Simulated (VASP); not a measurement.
Re:

```
Re
1.0
     2.76080    0.00000    0.00000
    -1.38040    2.39092    0.00000
     0.00000    0.00000    4.45820
Re
2
Direct
  0.66667 0.33333 0.75000
  0.33333 0.66667 0.25000
```

Program: VASP 6.6.1. Alike in all runs: task single point; cell as given; cutoff (eV) 520.

**Question.** Order these runs on this cell by their pressure, lowest first.
A. level r2SCAN+D4; potentials or basis VASP PAW PBE potentials, release 64 (Re); spin off; k mesh 11 × 11 × 6; smearing fermi-dirac 0.05 eV
B. level PBE; potentials or basis VASP PAW PBE potentials, release 64 (Re); spin off; k mesh 11 × 11 × 6; smearing gaussian 0.027 eV
C. level LDA; potentials or basis VASP PAW LDA potentials, release 64 (Re); spin non-collinear, zero start, SOC; k mesh 8 × 8 × 5; smearing fermi-dirac 0.05 eV

**Answer.** C (-8.2 GPa), A (-2.3 GPa), B (5.4 GPa).

Caveats: the cell stands under tension (at least some runs); the cell stands under pressure (at least some runs); the PAW data sets were made with another functional, which shifts forces and pressure a little (at least some runs).
